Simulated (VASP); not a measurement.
# LiF (I4/mmm) in VASP: notebook, part 2 of 2

VASP 6.6.1.

### Step 3. Single point, PBE (strain -0.0050 x Voigt [0, 1, 0, 0, 0, 0])

The input, INCAR:

```
  ALGO = Normal
  EDIFF = 1E-7
  ENCUT = 520
  GGA = PE
  ISIF = 2
  ISMEAR = 0
  LASPH = True
  LCHARG = False
  LREAL = False
  LWAVE = False
  NBANDS = 12
  NELM = 80
  PREC = Accurate
  SIGMA = 0.05
```

The input, KPOINTS:

```
k-points
0
Gamma
  10 10 10
```

The input, POSCAR:

```
LiF
1.0
    0.0000000000      2.0039300000      2.0140000000
    2.0140000000      0.0000000000      2.0140000000
    2.0140000000      2.0039300000      0.0000000000
Li F
1 1
Direct
    0.0000000000      0.0000000000      0.0000000000
    0.5000000000      0.5000000000      0.5000000000
```

Potentials or basis: VASP PAW PBE potentials, release 64 (Li_sv, F).

Command:

```console
$ cat potpaw_PBE.64/Li_sv/POTCAR potpaw_PBE.64/F/POTCAR > POTCAR
$ mpirun -np 1 vasp_std > vasp.out
```

OUTCAR:

```text
EDIFF = 1E-7
   ENCUT = 520
   GGA = PE
   ISIF = 2
   ISMEAR = 0
   LASPH = True
   LREAL = False
   NELM = 80
   PREC = Accurate

 ion  position               nearest neighbor table
   1  0.000  0.000  0.000-   2 2.00   2 2.00   2 2.01   2 2.01   2 2.01   2 2.01
   2  0.500  0.500  0.500-   1 2.00   1 2.00   1 2.01   1 2.01   1 2.01   1 2.01

  LATTYP: Found a body centered tetragonal cell.
 ALAT       =     2.8482261146
 C/A-ratio  =     1.4071424946

  Lattice vectors:

 A1 = (   0.0000000000,  -2.0039300000,   2.0140000000)
 A2 = (   0.0000000000,  -2.0039300000,  -2.0140000000)
 A3 = (   2.0140000000,   2.0039300000,   0.0000000000)

Analysis of symmetry for initial positions (statically):
=====================================================================
 Subroutine PRICEL returns:
 Original cell was already a primitive cell.

 Routine SETGRP: Setting up the symmetry group for a
 body centered tetragonal supercell.

 Subroutine GETGRP returns: Found 16 space group operations
 (whereof 16 operations were pure point group operations)
 out of a pool of 16 trial point group operations.

The static configuration has the point symmetry D_4h.

Analysis of symmetry for dynamics (positions and initial velocities):
=====================================================================
 Subroutine PRICEL returns:
 Original cell was already a primitive cell.

 Routine SETGRP: Setting up the symmetry group for a
 body centered tetragonal supercell.

 Subroutine GETGRP returns: Found 16 space group operations
 (whereof 16 operations were pure point group operations)
 out of a pool of 16 trial point group operations.

The dynamic configuration has the point symmetry D_4h.

 Subroutine INISYM returns: Found 16 space group operations
 (whereof 16 operations are pure point group operations),
 and found     1 'primitive' translations

----------------------------------------------------------------------------------------

                                     Primitive cell

  volume of cell :      16.2567

[... 114 lines left out ...]
   LHFCALC =     F    Hartree Fock is set to
   AEXX    =    0.0000 exact exchange contribution
   IVDW    =     0    specifies the selected vdW correction
   LEPSILON=     F    determine dielectric tensor
   LRPA    =     F    only Hartree local field effects (RPA)
 non-spin polarized calculation
 Gauss-broadening in eV      SIGMA  =   0.05
  energy-cutoff  :      520.00
  volume of cell :       16.26
 maximum number of plane-waves:       448
 NGX is ok and might be reduce to    24
   NGX = 11   NGY = 11   NGZ = 11

 number of electron      10.0000000 magnetization

 number of electron       9.9999993 magnetization

 Free energy of the ion-electron system (eV)
  ---------------------------------------------------
  ext. energy  EPLUGINS =         0.00000000
  ---------------------------------------------------
  free energy    TOTEN  =        -9.63629221 eV

  energy without entropy =       -9.63629221  energy(sigma->0) =       -9.63629221

 E-fermi :  -0.7549     XC(G=0): -10.0069

 val. band max:       -0.9843807972   @ k =   0.0000   0.0000   0.0000
 cond. band min:       8.1488627523   @ k =   0.0000   0.0000   0.0000
 fundamental gap:      9.1332435495
 Fermi energy:        -0.7549405267

 k-point     1 :       0.0000    0.0000    0.0000
  band No.  band energies     occupation
      1     -41.8969      2.00000
      2     -20.9760      2.00000
      3      -0.9965      2.00000
      4      -0.9844      2.00000
      5      -0.9844      2.00000
      6       8.1489      0.00000
      7      23.0065      0.00000
      8      23.0065      0.00000
      9      23.1253      0.00000
     10      23.3714      0.00000
     11      23.3714      0.00000
     12      23.4143      0.00000
[... 331 lines left out ...]
 k-point    24 :       0.4000    0.3000   -0.0000
  band No.  band energies     occupation
      1     -41.8359      2.00000
      2     -20.4448      2.00000
      3      -3.3220      2.00000
      4      -1.8657      2.00000
      5      -1.7494      2.00000
      6      12.1244      0.00000
      7      15.8500      0.00000
      8      17.5914      0.00000
      9      19.2546      0.00000
     10      20.3215      0.00000
     11      33.0244      0.00000
     12      34.0348      0.00000

 [... further k-points ...]
[... 5 lines left out ...]
  --------------------------------------------------------------------------------------
  -------------------------------------------------------------------------------------
  Total        0.1952053      0.2373316      0.1952053     -0.0000000      0.0000000      0.0000000
  in kB       19.2384810     23.3902367     19.2384810     -0.0000000      0.0000000      0.0000000
  external PRESSURE =      20.6223996 kB  Pullay stress =       0.0000000 kB

 VOLUME and BASIS-vectors are now :
 -----------------------------------------------------------------------------
  energy-cutoff  :      520.00
  volume of cell :       16.26
      direct lattice vectors                 reciprocal lattice vectors
     0.000000000  2.003930000  2.014000000    -0.248262165  0.249509713  0.248262165
     2.014000000  0.000000000  2.014000000     0.248262165 -0.249509713  0.248262165
     2.014000000  2.003930000  0.000000000     0.248262165  0.249509713 -0.248262165

 POSITION                                       TOTAL-FORCE (eV/Angst)
 -----------------------------------------------------------------------------------
      0.00000      0.00000      0.00000         0.000000      0.000000      0.000000
      2.01400      2.00393      2.01400         0.000000     -0.000000     -0.000000
 -----------------------------------------------------------------------------------
    total drift:                               -0.000000     -0.000000      0.000000

  FREE ENERGIE OF THE ION-ELECTRON SYSTEM (eV)
  ---------------------------------------------------
  free  energy   TOTEN  =        -9.6362922053 eV

  energy  without entropy=       -9.6362922053  energy(sigma->0) =       -9.63629221
```

Run time: 21 s. Hardware: 1 thread of AMD EPYC 7R13 (Zen 3), shared host; peak memory 0.11 GiB.

Results:

| Item | Value |
| --- | --- |
| Free energy | -9.6363 eV |
| Band gap on the k mesh | 9.13 eV, direct |

Caveat: the cell differs from its parent crystal (strain -0.0050 x Voigt [0, 1, 0, 0, 0, 0]); the cutoff is under 1.25 times the usual one of these potentials, so pressure, stress and relaxed cells hold a basis-set (Pulay) error. A k mesh can miss the band edges.

### Step 4. Single point, PBE (strain +0.0175 x Voigt [0, 1, 0, 0, 0, 0])

The input, INCAR:

```
SYSTEM = LiF
PREC = Accurate ; ENCUT = 520
EDIFF = 1E-6 ; ISMEAR = 0
SIGMA = 0.05 ; LREAL = .False.
LASPH = .True. ; NELM = 100
ALGO = Normal ; ISIF = 2
LWAVE = .False. ; LCHARG = .True.
GGA = PE ; LELF = .True.
LVHAR = .True. ; NBANDS = 12
```

The input, KPOINTS:

```
regular mesh
0
Gamma
  10 10 10
  0 0 0
```

The input, POSCAR:

```
LiF
1.0
    0.0000000000      2.0492450000      2.0140000000
    2.0140000000      0.0000000000      2.0140000000
    2.0140000000      2.0492450000      0.0000000000
Li F
1 1
Direct
    0.0000000000      0.0000000000      0.0000000000
    0.5000000000      0.5000000000      0.5000000000
```

Command:

```console
$ cat potpaw_PBE.64/Li_sv/POTCAR potpaw_PBE.64/F/POTCAR > POTCAR
$ mpirun -np 1 vasp_std > vasp.out
```

Run time: 23 s. Hardware: 1 thread of AMD EPYC 7R13 (Zen 3), shared host; peak memory 0.11 GiB.

Results (log left out):

```
Free energy            : -9.6396 eV
Band gap on the k mesh : 8.91 eV, direct
```

Levels at points of the mesh, in eV from the valence-band top:
| k point | band 3 | band 4 | band 5 | band 6 | band 7 | band 8 |
| --- | --- | --- | --- | --- | --- | --- |
| (0.00, 0.00, 0.00) | -0.04 | -0.04 | 0.00 | 8.91 | 23.45 | 23.85 |
| (0.50, 0.00, 0.00) | -2.49 | -0.26 | -0.23 | 10.66 | 16.51 | 18.58 |
| (0.50, 0.50, 0.00) | -2.95 | -1.07 | -0.96 | 14.73 | 16.29 | 17.23 |
| (0.50, 0.00, 0.50) | -2.97 | -0.96 | -0.96 | 14.42 | 16.52 | 17.20 |

Caveat: the cell differs from its parent crystal (strain +0.0175 x Voigt [0, 1, 0, 0, 0, 0]); the cutoff is under 1.25 times the usual one of these potentials, so pressure, stress and relaxed cells hold a basis-set (Pulay) error. A k mesh can miss the band edges.

### Step 5. The runs side by side

| cell | gap on the mesh (eV) |
| --- | --- |
| a = 2.863, b = 2.848 Å, angles 60.2, 59.7, 60.2°, 2 atoms | 8.98 |
| a = 2.841, b = 2.848 Å, angles 59.9, 60.2, 59.9°, 2 atoms | 9.13 |
| a = 2.873, b = 2.848 Å, angles 60.3, 59.4, 60.3°, 2 atoms | 8.91 |

Alike in all rows: task single point; level PBE; potentials or basis VASP PAW PBE potentials, release 64 (Li_sv, F); no spin polarisation; k mesh 10 × 10 × 10; cutoff (eV) 520; smearing gaussian 0.05 eV.

Caveats: the cutoff is under 1.25 times the usual one of these potentials, so pressure, stress and relaxed cells hold a basis-set (Pulay) error.

Absolute energies hang on the potentials; compare differences alone.
